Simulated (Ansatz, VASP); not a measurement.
# Two plane-wave programs on Sn

```
Sn
1.0
     3.27013    0.00000    0.00000
    -1.63507    2.83202    0.00000
     0.00000    0.00000    5.43834
Sn
2
Direct
  0.33333 0.66667 0.25000
  0.66667 0.33333 0.75000
```

Alike in both runs: task single point; functional PBEsol; k mesh 12 × 12 × 7; occupations fermi-dirac, width 0.1 eV; no spin polarisation.

```csv
,VASP,Ansatz
version,VASP 6.6.1,Ansatz 0.2.0
potentials or method,"VASP PAW PBE potentials, release 64 (Sn_d), cutoff 520 eV","plane waves (420 eV) with PAW, scalar-relativistic"
valence electrons in the cell,28,28
```

VASP gave:

| Property | Result |
| --- | --- |
| pressure (GPa) | 2.4 |
| traceless stress, the component that is largest in VASP (GPa) | -1.28 |

Task: Which values does Ansatz return?

Result: Pressure (GPa): 2.5; traceless stress, the component that is largest in VASP (GPa): -1.27.

VASP's potentials were made for PBE, not for PBEsol, and Ansatz warns of the same on its side. With one functional, cell and mesh, what is left measures potentials, basis and numerics.
